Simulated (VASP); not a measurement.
Input of a VASP 6.6.1 run:

The input INCAR:

```
AGGAC = 1.0
AGGAX = 1.0
ALDAC = 0.0
ALDAX = 1.0
ALGO = Normal
EDIFF = 1E-6
ENCUT = 600
GGA = B5
GGA_COMPAT = False
ISIF = 2
ISMEAR = -1
IVDW = 12
LASPH = True
LCHARG = False
LREAL = False
LWAVE = False
NBANDS = 12
NELM = 120
PREC = Accurate
SIGMA = 0.05
VDW_A1 = 0.4298
VDW_A2 = 4.2359
VDW_S6 = 1.0
VDW_S8 = 2.6996
```

The input KPOINTS:

```
k-points
0
Gamma
  13 13 13
```

File POSCAR:

```
Cu
1.0
    0.0000000000      1.8312856224      1.8312856224
    1.8312856224      0.0000000000      1.8312856224
    1.8312856224      1.8312856224      0.0000000000
Cu
1
Direct
    0.0000000000      0.0000000000      0.0000000000
```

Potentials or basis: VASP PAW PBE potentials, release 64 (Cu).

Launch:

```bash
$ cat potpaw_PBE.64/Cu/POTCAR > POTCAR
$ mpirun -np 1 vasp_std > vasp.out
```

**Question.** Predict the band gap on the k mesh.

**Answer.** Zero (an odd number of electrons rules out a gap without spin polarisation).

**Question.** Predict the pressure.

**Answer.** -12.8 GPa.

**Question.** Predict the dispersion energy per atom.

**Answer.** -1.265 eV.

Caveat: the cell stands under tension; the PAW data sets were made with another functional, which shifts forces and pressure a little.
